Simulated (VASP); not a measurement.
Ga3BAs4, 8 atoms in the cell. Symmetry: I-42m, No. 121, tetragonal system. The conventional cell has a = 5.516 Å, b = 5.516 Å, c = 10.948 Å, α = 90.00°, β = 90.00°, γ = 90.00°. Ga (site symmetry -42m) has 4 As at 2.52 Å within 3.3 Å. Within 3.2 Å of Ga (site symmetry -4) lie 4 As at 2.46 Å. Within 2.8 Å of B (site symmetry -42m) lie 4 As at 2.13 Å. As (site symmetry m) has 1 B at 2.13 Å and 3 Ga at 2.46 to 2.52 Å within 2.8 Å. 

| Property | Result |
| --- | --- |
| Program | VASP 6.6.1 |
| Task | single point |
| Functional | PBE |
| Potentials or basis | VASP PAW PBE potentials, release 64 (Ga_d, B, As) |
| Cutoff | 520 eV |
| k mesh | 4 × 4 × 4 |
| Occupations | gaussian, width 0.1 eV |
| Spin | no spin polarisation |
| Dipole correction | no |
| Further INCAR settings | ALGO = Normal; EDIFF = 1e-07; NBANDS = 41 |

Potentials or basis: VASP PAW PBE potentials, release 64 (Ga_d, B, As).

The run is started by

```console
$ cat potpaw_PBE.64/Ga_d/POTCAR potpaw_PBE.64/B/POTCAR potpaw_PBE.64/As/POTCAR > POTCAR
$ mpirun -np 1 vasp_std > vasp.out
```

Hardware: 1 thread of Intel(R) Xeon(R) 6975P-C (Granite Rapids), with other jobs on the host.

Question: Estimate the wall time of this run.

Answer: It took 2.4 min on 1 thread of Intel(R) Xeon(R) 6975P-C (Granite Rapids), with other jobs on the host, peak memory 0.38 GiB. Counts: scf iterations 18, k points 13.
